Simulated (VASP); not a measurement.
# Pb in VASP: further runs, part 2 of 2

VASP 6.6.1.

### 4 Single point, RPBE+D3(BJ)

This run uses another cell than the first one, of 22.61 Å³/atom, 0.701 times its volume.

INCAR

```
  ALGO = Normal
  EDIFF = 1E-6
  ENCUT = 520
  GGA = RP
  ISIF = 2
  ISMEAR = -1
  IVDW = 12
  LASPH = True
  LCHARG = True
  LELF = True
  LREAL = False
  LVHAR = True
  LWAVE = False
  NBANDS = 13
  NELM = 100
  PREC = Accurate
  SIGMA = 0.05
```

KPOINTS

```
k-points
0
Gamma
  9 9 9
```

POSCAR

```
Pb
1.0
   -1.7813095834      1.7813095834      1.7813095834
    1.7813095834     -1.7813095834      1.7813095834
    1.7813095834      1.7813095834     -1.7813095834
Pb
1
Direct
    0.0000000000      0.0000000000      0.0000000000
```

Potentials or basis: VASP PAW PBE potentials, release 64 (Pb_d).

Launch:

```
$ cat potpaw_PBE.64/Pb_d/POTCAR > POTCAR
$ mpirun -np 1 vasp_std > vasp.out
```

OUTCAR:

```text
EDIFF = 1E-6
   ENCUT = 520
   GGA = RP
   ISIF = 2
   ISMEAR = -1
   IVDW = 12
   LASPH = True
   LREAL = False
   NELM = 100
   PREC = Accurate
 IVDW          = 12

 ion  position               nearest neighbor table
   1  0.000  0.000  0.000-

  LATTYP: Found a body centered cubic cell.
 ALAT       =     3.5626191668

  Lattice vectors:

 A1 = (  -1.7813095834,   1.7813095834,   1.7813095834)
 A2 = (   1.7813095834,  -1.7813095834,   1.7813095834)
 A3 = (   1.7813095834,   1.7813095834,  -1.7813095834)

Analysis of symmetry for initial positions (statically):
=====================================================================
 Subroutine PRICEL returns:
 Original cell was already a primitive cell.

 Routine SETGRP: Setting up the symmetry group for a
 body centered cubic supercell.

 Subroutine GETGRP returns: Found 48 space group operations
 (whereof 48 operations were pure point group operations)
 out of a pool of 48 trial point group operations.

The static configuration has the point symmetry O_h .

Analysis of symmetry for dynamics (positions and initial velocities):
=====================================================================
 Subroutine PRICEL returns:
 Original cell was already a primitive cell.

 Routine SETGRP: Setting up the symmetry group for a
 body centered cubic supercell.

 Subroutine GETGRP returns: Found 48 space group operations
 (whereof 48 operations were pure point group operations)
 out of a pool of 48 trial point group operations.

The dynamic configuration has the point symmetry O_h .

 Subroutine INISYM returns: Found 48 space group operations
 (whereof 48 operations are pure point group operations),
 and found     1 'primitive' translations

----------------------------------------------------------------------------------------

                                     Primitive cell

  volume of cell :      22.6088

[... 112 lines left out ...]
   LHFCALC =     F    Hartree Fock is set to
   AEXX    =    0.0000 exact exchange contribution
   IVDW    =    12    specifies the selected vdW correction
   LEPSILON=     F    determine dielectric tensor
   LRPA    =     F    only Hartree local field effects (RPA)
 non-spin polarized calculation
  energy-cutoff  :      520.00
  volume of cell :       22.61
 maximum number of plane-waves:       623
   NGX = 11   NGY = 11   NGZ = 11

 number of electron      14.0000001 magnetization

 Free energy of the ion-electron system (eV)
  ---------------------------------------------------
  ext. energy  EPLUGINS =         0.00000000
  ---------------------------------------------------
  free energy    TOTEN  =        -2.38354528 eV

  energy without entropy =       -2.37870047  energy(sigma->0) =       -2.38112288

 E-fermi :  11.1962     XC(G=0): -11.6059

 val. band max:       11.1027544316   @ k =  -0.3333   0.3333   0.2222
 cond. band min:      11.2139059311   @ k =   0.2222   0.2222   0.1111
 fundamental gap:      0.1111514995
 Fermi energy:        11.1962353631

 k-point     1 :       0.0000    0.0000    0.0000
  band No.  band energies     occupation
      1      -6.4304      2.00000
      2      -6.4304      2.00000
      3      -6.4304      2.00000
      4      -5.9082      2.00000
      5      -5.9082      2.00000
      6      -2.9213      2.00000
      7      21.9638      0.00000
      8      21.9638      0.00000
      9      21.9638      0.00000
     10      22.5576      0.00000
     11      22.5576      0.00000
     12      22.5576      0.00000
     13      27.0625      0.00000
[... 354 lines left out ...]
  band No.  band energies     occupation
      1      -6.4755      2.00000
      2      -6.3751      2.00000
      3      -6.1131      2.00000
      4      -5.9626      2.00000
      5      -5.6355      2.00000
      6       3.8380      2.00000
      7       6.6585      2.00000
      8      12.0528      0.00000
      9      17.1898      0.00000
     10      21.8180      0.00000
     11      23.5024      0.00000
     12      23.6029      0.00000
     13      26.4000      0.00000

 [... further k-points ...]

------------------------ aborting loop because EDIFF is reached ----------------------------------------

 Edisp (eV)   -3.70037

 E8    (eV) :    -2.7140

  FORCE on cell =-STRESS in cart. coord.  units (eV):
  Direction    XX          YY          ZZ          XY          YZ          ZX
  --------------------------------------------------------------------------------------
  -------------------------------------------------------------------------------------
  Total      -0.01671    -0.01671    -0.01671    -0.00000    -0.00000    -0.00000
  in kB      -1.18432    -1.18432    -1.18432    -0.00000    -0.00000    -0.00000
  external pressure =       -1.18 kB  Pullay stress =        0.00 kB

 VOLUME and BASIS-vectors are now :
 -----------------------------------------------------------------------------
  energy-cutoff  :      520.00
  volume of cell :       22.61
      direct lattice vectors                 reciprocal lattice vectors
    -1.781309583  1.781309583  1.781309583     0.000000000  0.280692365  0.280692365
     1.781309583 -1.781309583  1.781309583     0.280692365  0.000000000  0.280692365
     1.781309583  1.781309583 -1.781309583     0.280692365  0.280692365  0.000000000

 POSITION                                       TOTAL-FORCE (eV/Angst)
 -----------------------------------------------------------------------------------
      0.00000      0.00000      0.00000        -0.000000      0.000000      0.000000
 -----------------------------------------------------------------------------------
    total drift:                               -0.000000      0.000000      0.000000

  FREE ENERGIE OF THE ION-ELECTRON SYSTEM (eV)
  ---------------------------------------------------
  free  energy   TOTEN  =        -6.0839201752 eV

  energy  without entropy=       -6.0790753613  energy(sigma->0) =       -6.08149777
```

Run time: 5 s. Hardware: 1 thread of Intel Xeon 6975P-C, shared host; peak memory 0.15 GiB.

What came out:

| Property | Result |
| --- | --- |
| Free energy | -6.0839 eV |
| Pressure | -0.1 GPa |
| Band gap on the k mesh | zero (band 7 reaches 21.96 eV, above the bottom of band 8 at 8.30 eV) |
| Dispersion energy per atom | -3.700 eV |

Caveat: the PAW data sets were made with another functional, which shifts forces and pressure a little; spin-orbit coupling is left out, which moves the levels of the heavy elements; pairwise dispersion overbinds metals, which lowers pressure and volume.

### 5 Single point, revPBE+D3(BJ)

This run uses another cell than the first one, of 29.66 Å³/atom, 0.919 times its volume.

INCAR

```
SYSTEM = Pb
PREC     = Accurate       ! precision mode
ENCUT    = 520            ! plane-wave cutoff, eV
EDIFF    = 1E-6           ! SCF threshold, eV
ISMEAR   = -1             ! smearing method
SIGMA    = 0.05           ! smearing width, eV
LREAL    = .False.        ! projectors in reciprocal space
LASPH    = .True.         ! aspherical terms in the spheres
NELM     = 100            ! most SCF steps
ALGO     = Normal         ! electronic algorithm
ISIF     = 2              ! what is computed and relaxed
LWAVE    = .False.        ! write WAVECAR
LCHARG   = .False.        ! write CHGCAR
GGA      = RE             ! functional
IVDW     = 12             ! dispersion correction
NBANDS   = 13             ! bands
```

KPOINTS

```
Automatic mesh
0
Gamma
  9 9 9
  0 0 0
```

POSCAR

```
Pb
1.0
   -1.9499558702      1.9499558702      1.9499558702
    1.9499558702     -1.9499558702      1.9499558702
    1.9499558702      1.9499558702     -1.9499558702
Pb
1
Direct
    0.0000000000      0.0000000000      0.0000000000
```

Launch:

```
$ cat potpaw_PBE.64/Pb_d/POTCAR > POTCAR
$ mpirun -np 1 vasp_std > vasp.out
```

Wall time 11 s (1 thread of Intel Xeon 6975P-C, shared host); peak memory 0.17 GiB.

Results (log left out):

- Free energy: -3.8999 eV
- Pressure: 0.0 GPa
- Band gap on the k mesh: zero (band 7 reaches 15.49 eV, above the bottom of band 8 at 5.50 eV)
- Dispersion energy per atom: -0.750 eV

Levels at points of the mesh, in eV from the Fermi level:
```tsv
k point	band 3	band 4	band 5	band 6	band 7	band 8	band 9	band 10	band 11	band 12
(0.00, 0.00, 0.00)	-17.26	-17.01	-17.01	-11.96	7.82	7.82	7.82	11.07	11.07	11.07
```

Caveat: the PAW data sets were made with another functional, which shifts forces and pressure a little; spin-orbit coupling is left out, which moves the levels of the heavy elements; pairwise dispersion overbinds metals, which lowers pressure and volume.

### 6 Single point, revPBE+D4

This run uses another cell than the first one, of 30.29 Å³/atom, 0.938 times its volume.

INCAR

```
  PREC = Accurate
  ENCUT = 520
  EDIFF = 1E-6
  ISMEAR = -1
  SIGMA = 0.05
  LREAL = F
  LASPH = T
  NELM = 100
  ALGO = Normal
  ISIF = 2
  LWAVE = F
  LCHARG = F
  GGA = RE
  IVDW = 13
  NBANDS = 13
```

KPOINTS

```
regular mesh
0
Gamma
  9 9 9
```

POSCAR

```
Pb
1.0
   -1.9636724299      1.9636724299      1.9636724299
    1.9636724299     -1.9636724299      1.9636724299
    1.9636724299      1.9636724299     -1.9636724299
Pb
1
Direct
    0.0000000000      0.0000000000      0.0000000000
```

Potentials or basis: VASP PAW PBE potentials, release 64 (Pb_d).

Launch:

```
$ cat potpaw_PBE.64/Pb_d/POTCAR > POTCAR
$ mpirun -np 1 vasp_std > vasp.out
```

Run time: 8.9 s. Hardware: 1 thread of Intel Xeon 6975P-C, shared host; peak memory 0.16 GiB.

The run converged. Its results:

* Free energy: -3.7611 eV
* Pressure: -0.1 GPa
* Band gap on the k mesh: zero (band 7 reaches 15.06 eV, above the bottom of band 8 at 5.32 eV)
* Dispersion energy per atom: -0.597 eV

Levels at points of the mesh, in eV from the Fermi level:
| k point | band 3 | band 4 | band 5 | band 6 | band 7 | band 8 | band 9 | band 10 | band 11 | band 12 |
| --- | --- | --- | --- | --- | --- | --- | --- | --- | --- | --- |
| (0.00, 0.00, 0.00) | -17.24 | -17.00 | -17.00 | -11.81 | 7.63 | 7.63 | 7.63 | 11.04 | 11.04 | 11.04 |

Caveat: the PAW data sets were made with another functional, which shifts forces and pressure a little; spin-orbit coupling is left out, which moves the levels of the heavy elements; pairwise dispersion overbinds metals, which lowers pressure and volume.

### 7 The runs side by side

```csv
level,cell,gap on the mesh (eV),pressure (GPa)
PBE,"a = 3.474 Å, angles 109.5°, 1 atom",none,-0.7
PBE,"a = 3.579, b = 3.371, c = 3.362 Å, angles 107.3, 111.4, 110.1°, 1 atom",none,1.4
RPBE+D3(BJ),"a = 3.085 Å, angles 109.5°, 1 atom",none,-0.1
revPBE+D3(BJ),"a = 3.377 Å, angles 109.5°, 1 atom",none,0.0
revPBE+D4,"a = 3.401 Å, angles 109.5°, 1 atom",none,-0.1
```

Alike in all rows: task single point; potentials or basis VASP PAW PBE potentials, release 64 (Pb_d); no spin polarisation; k mesh 9 × 9 × 9; cutoff (eV) 520; smearing fermi-dirac 0.05 eV.

Caveats: spin-orbit coupling is left out, which moves the levels of the heavy elements; the PAW data sets were made with another functional, which shifts forces and pressure a little (some runs); pairwise dispersion overbinds metals, which lowers pressure and volume (some runs).

Total energies depend on the potentials used, so only differences within one code and one set of settings carry meaning.
